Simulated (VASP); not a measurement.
ZrMnSbF, 8 atoms in the cell. Symmetry: P4/nmm, No. 129, tetragonal system. The conventional cell has a = 4.067 Å, b = 4.067 Å, c = 8.962 Å, α = 90.00°, β = 90.00°, γ = 90.00°. Within 3.4 Å of Zr (site symmetry 4mm) lie 4 F at 2.43 Å and 4 Sb at 3.32 Å. F (site symmetry -4m2) has 4 Zr at 2.43 Å and 4 F at 2.88 Å within 3.2 Å. Mn (site symmetry -4m2) has 4 Sb at 2.52 Å and 4 Mn at 2.88 Å within 3.3 Å. Within 3.4 Å of Sb (site symmetry 4mm) lie 4 Mn at 2.52 Å and 4 Zr at 3.32 Å. 

- Program: VASP 6.6.1
- Task: single point
- Functional: r2SCAN
- Potentials or basis: VASP PAW PBE potentials, release 64 (Zr_sv, F, Mn_pv, Sb)
- Cutoff: 520 eV
- k mesh: 6 × 6 × 3
- Occupations: methfessel-paxton, width 0.0101 eV
- Spin: no spin polarisation
- Dipole correction: no
- Further INCAR settings: ALGO = Normal; EDIFF = 1e-07; NBANDS = 47

Potentials or basis: VASP PAW PBE potentials, release 64 (Zr_sv, F, Mn_pv, Sb).

Launch:

```console
$ cat potpaw_PBE.64/Zr_sv/POTCAR potpaw_PBE.64/F/POTCAR potpaw_PBE.64/Mn_pv/POTCAR potpaw_PBE.64/Sb/POTCAR > POTCAR
$ cp INCAR.step1 INCAR
$ mpirun -np 1 vasp_std > vasp.out
$ cp INCAR.step2 INCAR
$ mpirun -np 1 vasp_std > vasp.out
```

Hardware: 1 thread of Intel(R) Xeon(R) Platinum 8488C (Sapphire Rapids) (shared host).

Task: Estimate the wall time of this run.

Result: It took 10 min on 1 thread of Intel(R) Xeon(R) Platinum 8488C (Sapphire Rapids), on a shared host, peak memory 0.34 GiB. Counts: k points 20.
